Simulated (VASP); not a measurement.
# B (R-3m) in VASP: relaxation of cell and atoms with PBEsol

Aim: the relaxation of cell and atoms of B with PBEsol.

Everything below comes from runs of VASP 6.6.1. Logs are shortened: lines on timing, memory, paths and dates and some standing lists are left out, and cuts for length are marked.

## Step 1: The cell of the first run

Symmetry: R-3m, No. 166, trigonal system. The conventional cell has a = 4.877 Å, b = 4.877 Å, c = 12.494 Å, α = 90.00°, β = 90.00°, γ = 120.00°. Within 2.2 Å of B (site symmetry m) lie 6 B at 1.67 to 1.79 Å. B (site symmetry m) has 7 B at 1.77 to 1.99 Å within 2.4 Å.

## Step 2: Relaxation of cell and atoms, PBEsol

File INCAR:

```
SYSTEM = B
ALGO = Normal ; EDIFF = 1E-7
EDIFFG = -0.01 ; ENCUT = 600
GGA = PS ; IBRION = 2
ISIF = 3 ; ISMEAR = 0
LASPH = .True. ; LCHARG = .False.
LREAL = .False. ; LWAVE = .False.
NELM = 100 ; NSW = 100
PREC = Accurate ; SIGMA = 0.02
```

File KPOINTS:

```
k-points
0
Gamma
  9 9 9
  0 0 0
```

File POSCAR:

```
B
1.0
    2.4384344309      1.4078307751      4.1647154208
   -2.4384344309      1.4078307751      4.1647154208
    0.0000000000     -2.8156615502      4.1647154208
B
12
Direct
    0.0106400012      0.6538476553      0.0106400012
    0.0106400012      0.0106400012      0.6538476553
    0.6538476553      0.0106400012      0.0106400012
    0.9893599988      0.3461523447      0.9893599988
    0.3461523447      0.9893599988      0.9893599988
    0.9893599988      0.9893599988      0.3461523447
    0.2216407896      0.6296941872      0.2216407896
    0.2216407896      0.2216407896      0.6296941872
    0.6296941872      0.2216407896      0.2216407896
    0.7783592104      0.3703058128      0.7783592104
    0.3703058128      0.7783592104      0.7783592104
    0.7783592104      0.7783592104      0.3703058128
```

Potentials or basis: VASP PAW PBE potentials, release 64 (B).

Command:

```bash
> cat potpaw_PBE.64/B/POTCAR > POTCAR
> mpirun -np 1 vasp_std > vasp.out
```

OUTCAR:

```text
SYSTEM = B
   EDIFF = 1E-7
   EDIFFG = -0.01
   ENCUT = 600
   GGA = PS
   IBRION = 2
   ISIF = 3
   ISMEAR = 0
   LASPH = .True.
   LREAL = .False.
   NELM = 100
   NSW = 100
   PREC = Accurate

 ion  position               nearest neighbor table
   1  0.011  0.654  0.011-   4 1.67   3 1.74   2 1.74   7 1.78  12 1.79  11 1.79
   2  0.011  0.011  0.654-   6 1.67   3 1.74   1 1.74   8 1.78  10 1.79  11 1.79
   3  0.654  0.011  0.011-   5 1.67   1 1.74   2 1.74   9 1.78  12 1.79  10 1.79
   4  0.989  0.346  0.989-   1 1.67   5 1.74   6 1.74  10 1.78   8 1.79   9 1.79
   5  0.346  0.989  0.989-   3 1.67   4 1.74   6 1.74  11 1.78   8 1.79   7 1.79
   6  0.989  0.989  0.346-   2 1.67   4 1.74   5 1.74  12 1.78   9 1.79   7 1.79
   7  0.222  0.630  0.222-  12 1.77  11 1.77   1 1.78   6 1.79   5 1.79   9 1.99   8 1.99
   8  0.222  0.222  0.630-  10 1.77  11 1.77   2 1.78   4 1.79   5 1.79   7 1.99   9 1.99
   9  0.630  0.222  0.222-  12 1.77  10 1.77   3 1.78   6 1.79   4 1.79   7 1.99   8 1.99
  10  0.778  0.370  0.778-   8 1.77   9 1.77   4 1.78   2 1.79   3 1.79  11 1.99  12 1.99
  11  0.370  0.778  0.778-   8 1.77   7 1.77   5 1.78   2 1.79   1 1.79  10 1.99  12 1.99
  12  0.778  0.778  0.370-   7 1.77   9 1.77   6 1.78   3 1.79   1 1.79  10 1.99  11 1.99

  LATTYP: Found a trigonal (rhomboedric) cell.
 ALAT       =     5.0272064311
 COS(alpha) =     0.5294576450

  Lattice vectors:

 A1 = (   2.4384344309,   1.4078307751,   4.1647154208)
 A2 = (  -2.4384344309,   1.4078307751,   4.1647154208)
 A3 = (   0.0000000000,  -2.8156615502,   4.1647154208)

Analysis of symmetry for initial positions (statically):
=====================================================================
 Subroutine PRICEL returns:
 Original cell was already a primitive cell.

 Routine SETGRP: Setting up the symmetry group for a
 trigonal (rhombohedral) supercell.

 Subroutine GETGRP returns: Found 12 space group operations
 (whereof 12 operations were pure point group operations)
 out of a pool of 12 trial point group operations.

The static configuration has the point symmetry D_3d.

Analysis of symmetry for dynamics (positions and initial velocities):
=====================================================================
 Subroutine PRICEL returns:
 Original cell was already a primitive cell.

 Routine SETGRP: Setting up the symmetry group for a
 trigonal (rhombohedral) supercell.

 Subroutine GETGRP returns: Found 12 space group operations
 (whereof 12 operations were pure point group operations)
 out of a pool of 12 trial point group operations.

The dynamic configuration has the point symmetry D_3d.

 Subroutine INISYM returns: Found 12 space group operations
 (whereof 12 operations are pure point group operations),
 and found     1 'primitive' translations

----------------------------------------------------------------------------------------

                                     Primitive cell

  volume of cell :      85.7824

  direct lattice vectors                    reciprocal lattice vectors
     2.438434431  1.407830775  4.164715421     0.205049598  0.118385441  0.080037481
    -2.438434431  1.407830775  4.164715421    -0.205049598  0.118385441  0.080037481
     0.000000000 -2.815661550  4.164715421     0.000000000 -0.236770881  0.080037481

  length of vectors
     5.027206431  5.027206431  5.027206431     0.249932888  0.249932888  0.249932888

  position of ions in fractional coordinates (direct lattice)
     0.010640001  0.653847655  0.010640001
     0.010640001  0.010640001  0.653847655
     0.653847655  0.010640001  0.010640001
     0.989359999  0.346152345  0.989359999
     0.346152345  0.989359999  0.989359999
     0.989359999  0.989359999  0.346152345
     0.221640790  0.629694187  0.221640790
     0.221640790  0.221640790  0.629694187
     0.629694187  0.221640790  0.221640790
     0.778359210  0.370305813  0.778359210
     0.370305813  0.778359210  0.778359210
     0.778359210  0.778359210  0.370305813

  ion indices of the primitive-cell ions
   primitive index   ion index
                 1           1
                 2           2
                 3           3
                 4           4
                 5           5
                 6           6
                 7           7
                 8           8
                 9           9
                10          10
                11          11
                12          12

----------------------------------------------------------------------------------------

 KPOINTS: k-points

Automatic generation of k-mesh.
 Grid dimensions read from file:
 generate k-points for:    9    9    9

 Generating k-lattice:

  Cartesian coordinates                     Fractional coordinates (reciprocal lattice)
     0.022783289  0.013153938  0.008893053     0.111111111 -0.000000000  0.000000000
    -0.022783289  0.013153938  0.008893053    -0.000000000  0.111111111  0.000000000
     0.000000000 -0.026307876  0.008893053     0.000000000  0.000000000  0.111111111

  Length of vectors
     0.027770321  0.027770321  0.027770321

  Shift w.r.t. Gamma in fractional coordinates (k-lattice)
     0.000000000  0.000000000  0.000000000

 Subroutine IBZKPT returns following result:
 ===========================================

 Found     85 irreducible k-points:

 Following reciprocal coordinates:
            Coordinates               Weight
  0.000000  0.000000  0.000000      1.000000
  0.111111  0.000000 -0.000000      6.000000
  0.222222  0.000000  0.000000      6.000000
  0.333333  0.000000  0.000000      6.000000
  0.444444  0.000000  0.000000      6.000000
  0.111111  0.111111 -0.000000      6.000000
[... 16 lines left out ...]
 -0.333333  0.333333  0.000000      6.000000
  0.444444  0.444444  0.000000      6.000000
 [... further k-points ...]
   k-points           NKPTS =     85   k-points in BZ     NKDIM =     85   number of bands    NBANDS=     25
   number of dos      NEDOS =    301   number of ions     NIONS =     12
   total plane-waves  NPLWV =  64000
   dimension x,y,z NGX =    40 NGY =   40 NGZ =   40
   dimension x,y,z NGXF=    80 NGYF=   80 NGZF=   80
   ions per type =              12
   NGX,Y,Z   is equivalent  to a cutoff of  13.23, 13.23, 13.23 a.u.
   NGXF,Y,Z  is equivalent  to a cutoff of  26.46, 26.46, 26.46 a.u.
 SYSTEM =  B
   PREC   = accura    normal or accurate (medium, high low for compatibility)
   ISTART =      0    job   : 0-new  1-cont  2-samecut
   ICHARG =      2    charge: 1-file 2-atom 10-const
   ISPIN  =      1    spin polarized calculation?
   LNONCOLLINEAR =      F non collinear calculations
   LSORBIT =      F    spin-orbit coupling
   LASPH  =      T    aspherical Exc in radial PAW
   ENCUT  =  600.0 eV  44.10 Ry    6.64 a.u.  10.04 10.04 10.04*2*pi/ulx,y,z
   NELM   =    100;   NELMIN=  2; NELMDL= -5     # of ELM steps
   EDIFF  = 0.1E-06   stopping-criterion for ELM
   LREAL  =      F    real-space projection
   EDIFFG = -.1E-01   stopping-criterion for IOM
   NSW    =    100    number of steps for IOM
   IBRION =      2    ionic relax: 0-MD 1-quasi-New 2-CG
   NFREE  =      1    steps in history (QN), initial steepest desc. (CG)
   ISIF   =      3    stress and relaxation
   ISYM   =      2    0-nonsym 1-usesym 2-fastsym
   POTIM  = 0.5000    time-step for ionic-motion
   TEBEG  =    0.0;   TEEND  =   0.0 temperature during run
   PSTRESS=    0.0 pullay stress
   NELECT =      36.0000    total number of electrons
   NUPDOWN=      -1.0000    fix difference up-down
   EMIN   =  10.00;   EMAX   =-10.00  energy-range for DOS
   EFERMI =   0.00;   METHOD = LEGACY
   ISMEAR =     0;   SIGMA  =   0.02  broadening in eV -4-tet -1-fermi 0-gaus
   EFERMI_NEDOS =   21; number of points for ismear=-14 and -15
   IALGO  =     38    algorithm
   IMIX   =      4    mixing-type and parameters
     AMIX     =   0.40;   BMIX     =  1.00
     AMIX_MAG =   1.60;   BMIX_MAG =  1.00
  volume/ion in A,a.u.               =       7.15        48.24
  Fermi-wavevector in a.u.,A,eV,Ry     =   1.225678  2.316195 20.439840  1.502286
  Thomas-Fermi vector in A             =   2.360707
   LORBIT       =      0    0 simple, 1 ext, 2 COOP (PROOUT), +10 PAW based schemes
   GGA     = PS    functional components
   LHFCALC =     F    Hartree Fock is set to
   AEXX    =    0.0000 exact exchange contribution
   IVDW    =     0    specifies the selected vdW correction
   LEPSILON=     F    determine dielectric tensor
   LRPA    =     F    only Hartree local field effects (RPA)
 conjugate gradient relaxation of ions
 non-spin polarized calculation
 Gauss-broadening in eV      SIGMA  =   0.02
  energy-cutoff  :      600.00
  volume of cell :       85.78
 maximum number of plane-waves:      2908
   NGX = 21   NGY = 21   NGZ = 21

--------------------------------------- Ionic step        1  -------------------------------------------

 number of electron      36.0000000 magnetization

 Free energy of the ion-electron system (eV)
  ---------------------------------------------------
  ext. energy  EPLUGINS =         0.00000000
  ---------------------------------------------------
  free energy    TOTEN  =       -84.48267530 eV

  energy without entropy =      -84.48267530  energy(sigma->0) =      -84.48267530

------------------------ aborting loop because EDIFF is reached ----------------------------------------

  FORCE on cell =-STRESS in cart. coord.  units (eV):
  Direction    XX          YY          ZZ          XY          YZ          ZX
  --------------------------------------------------------------------------------------
  -------------------------------------------------------------------------------------
  Total        0.1347321      0.1347321      0.3168545      0.0000000      0.0000000      0.0000000
  in kB        2.5164218      2.5164218      5.9179650      0.0000000      0.0000000      0.0000000
  external PRESSURE =       3.6502696 kB  Pullay stress =       0.0000000 kB
[... 77 lines left out ...]
  energy  without entropy=      -84.4826149171  energy(sigma->0) =      -84.48261492

--------------------------------------- Ionic step        3  -------------------------------------------

 number of electron      36.0000000 magnetization

 Free energy of the ion-electron system (eV)
  ---------------------------------------------------
  ext. energy  EPLUGINS =         0.00000000
  ---------------------------------------------------
  free energy    TOTEN  =       -84.48289521 eV

  energy without entropy =      -84.48289521  energy(sigma->0) =      -84.48289521

 E-fermi :   6.1912     XC(G=0): -11.7148

 val. band max:        6.0361606338   @ k =   0.4444   0.4444   0.4444
 cond. band min:       7.3723488455   @ k =   0.0000   0.0000   0.0000
 fundamental gap:      1.3361882117
 Fermi energy:         6.1911742048

 k-point     1 :       0.0000    0.0000    0.0000
  band No.  band energies     occupation
      1     -10.2853      2.00000
      2      -4.4672      2.00000
      3      -4.2127      2.00000
      4      -4.2127      2.00000
      5      -3.2579      2.00000
      6      -2.5668      2.00000
[... 661 lines left out ...]
     24      11.5331      0.00000
     25      11.9083      0.00000

 [... further k-points ...]

------------------------ aborting loop because EDIFF is reached ----------------------------------------

  FORCE on cell =-STRESS in cart. coord.  units (eV):
  Direction    XX          YY          ZZ          XY          YZ          ZX
  --------------------------------------------------------------------------------------
  -------------------------------------------------------------------------------------
  Total       -0.0116286     -0.0116286      0.0908102      0.0000000      0.0000000      0.0000000
  in kB       -0.2169504     -0.2169504      1.6942146      0.0000000      0.0000000      0.0000000
  external PRESSURE =       0.4201046 kB  Pullay stress =       0.0000000 kB
[... 27 lines left out ...]
  FREE ENERGIE OF THE ION-ELECTRON SYSTEM (eV)
  ---------------------------------------------------
  free  energy   TOTEN  =       -84.4828952122 eV

  energy  without entropy=      -84.4828952122  energy(sigma->0) =      -84.48289521

 reached required accuracy - stopping structural energy minimisation
```

Run time: 4.3 min. Hardware: 1 thread of AMD EPYC 9R45 (Zen 5), shared host; peak memory 0.3 GiB.

Results:

```
Free energy                           : -84.4829 eV
Relaxed volume                        : 7.16 Å³/atom
Relaxed cell                          : a = 5.030 Å, b = 5.030 Å, c = 5.030 Å, α = 58.02°, β = 58.02°, γ = 58.02°
Space group after relaxing (to 0.1 Å) : R-3m (No. 166)
Energy gained by relaxing             : 0.0 meV/atom
Ionic steps                           : 3
Pressure after relaxing               : 0.0 GPa
Largest force after relaxing          : 0.009 eV/Å
Band gap on the k mesh                : 1.34 eV (least direct gap 1.66 eV)
```

Forces on the atoms (eV/Å):
```
B   -0.005  0.003  0.006
B    0.000 -0.006  0.006
B    0.005  0.003  0.006
B    0.005 -0.003 -0.006
B   -0.005 -0.003 -0.006
B    0.000  0.006 -0.006
B   -0.003  0.002  0.000
B    0.000 -0.004  0.000
B    0.003  0.002  0.000
B    0.003 -0.002  0.000
B   -0.003 -0.002  0.000
B    0.000  0.004  0.000
```

Step by step:
```csv
step,energy change (eV),largest force (eV/Å),pressure (GPa),volume (Å³)
1,0.0000,0.0317,0.37,85.78
2,0.0001,0.0538,-0.32,85.98
3,-0.0002,0.0085,0.04,85.88
```

Final structure:
```cif
data_structure
_symmetry_space_group_name_H-M 'P 1'
_symmetry_Int_Tables_number 1
_cell_length_a 5.0297
_cell_length_b 5.0297
_cell_length_c 5.0297
_cell_angle_alpha 58.016
_cell_angle_beta 58.016
_cell_angle_gamma 58.016
_cell_volume 85.88
loop_
_atom_site_label
_atom_site_type_symbol
_atom_site_fract_x
_atom_site_fract_y
_atom_site_fract_z
_atom_site_occupancy
B1 B 0.01063 0.65371 0.01063 1
B2 B 0.01063 0.01063 0.65371 1
B3 B 0.65371 0.01063 0.01063 1
B4 B 0.98937 0.34629 0.98937 1
B5 B 0.34629 0.98937 0.98937 1
B6 B 0.98937 0.98937 0.34629 1
B7 B 0.22170 0.62962 0.22170 1
B8 B 0.22170 0.22170 0.62962 1
B9 B 0.62962 0.22170 0.22170 1
B10 B 0.77830 0.37038 0.77830 1
B11 B 0.37038 0.77830 0.77830 1
B12 B 0.77830 0.77830 0.37038 1
```

Caveat: the PAW data sets were made with another functional, which shifts forces and pressure a little.
